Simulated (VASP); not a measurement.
Rh, 1 atom in the cell. The structure is cubic, space group Fm-3m (No. 225). Conventional cell: a = 3.651 Å, b = 3.651 Å, c = 3.651 Å, α = 90.00°, β = 90.00°, γ = 90.00°. Rh (site symmetry m-3m) has 12 Rh at 2.58 Å within 3.4 Å.  This cell differs from its parent crystal: volume scaled by 0.92.

| Quantity | Value |
| --- | --- |
| Program | VASP 6.6.1 |
| Task | single point |
| Functional | LDA |
| Potentials or basis | VASP PAW LDA potentials, release 64 (Rh_pv) |
| Cutoff | 500 eV |
| k mesh | 17 × 17 × 17 |
| Occupations | fermi-dirac, width 0.05 eV |
| Spin | no spin polarisation |
| Dipole correction | no |
| Further INCAR settings | ALGO = Normal; EDIFF = 1e-06; NBANDS = 14 |

Potentials or basis: VASP PAW LDA potentials, release 64 (Rh_pv).

Run with:

```console
$ cat potpaw_LDA.64/Rh_pv/POTCAR > POTCAR
$ mpirun -np 1 vasp_std > vasp.out
```

Hardware: 1 thread of Intel Xeon 8259CL, on a shared host.

How long does it take, and how much memory?

Run time: 26 s on 1 thread of Intel Xeon 8259CL (shared host), peak memory 0.14 GiB. Counts: scf iterations 11, k points 165.
